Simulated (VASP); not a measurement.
Ca: single point with BLYP

Ca:

```
CELL_PARAMETERS angstrom
6.29515 0.00000 0.00000
-3.14757 5.45176 0.00000
0.00000 0.00000 3.76998
ATOMIC_POSITIONS crystal
Ca 0.00000 0.00000 0.00000
Ca 0.33333 0.66667 0.50000
Ca 0.66667 0.33333 0.50000
```

This isn't the form of Ca at room conditions, which is fcc.

| Quantity | Value |
| --- | --- |
| Program | VASP 6.6.1 |
| Task | single point |
| Functional | BLYP |
| Potentials or basis | VASP PAW PBE potentials, release 64 (Ca_sv) |
| Cutoff | 520 eV |
| k mesh | 6 × 6 × 8 |
| Occupations | fermi-dirac, width 0.1 eV |
| Spin | no spin polarisation |
| Dipole correction | no |
| Further INCAR settings | ALGO = Normal; EDIFF = 1e-07; NBANDS = 22 |

```
Pressure               : 0.0 GPa
Band gap on the k mesh : zero (bands 15 and 16 overlap by 0.26 eV)
```

Levels at points of the mesh, in eV from the Fermi level:
| k point | band 13 | band 14 | band 15 | band 16 | band 17 | band 18 |
| --- | --- | --- | --- | --- | --- | --- |
| (0.00, 0.00, 0.00) | -3.96 | 0.05 | 0.16 | 0.16 | 0.17 | 0.17 |
| (0.50, 0.00, 0.00) | -2.59 | -2.57 | -0.93 | 0.03 | 1.08 | 1.21 |
| (0.00, 0.00, 0.50) | -1.49 | -1.10 | 0.19 | 0.19 | 0.32 | 0.32 |
| (0.50, 0.00, 0.50) | -0.74 | -0.71 | -0.10 | -0.06 | 0.16 | 0.58 |

Run time: 120 s on 1 thread of Oxide Virtual Turin-like Processor (shared host), peak memory 0.23 GiB.

Caveat: the PAW data sets were made with another functional, which shifts forces and pressure a little.
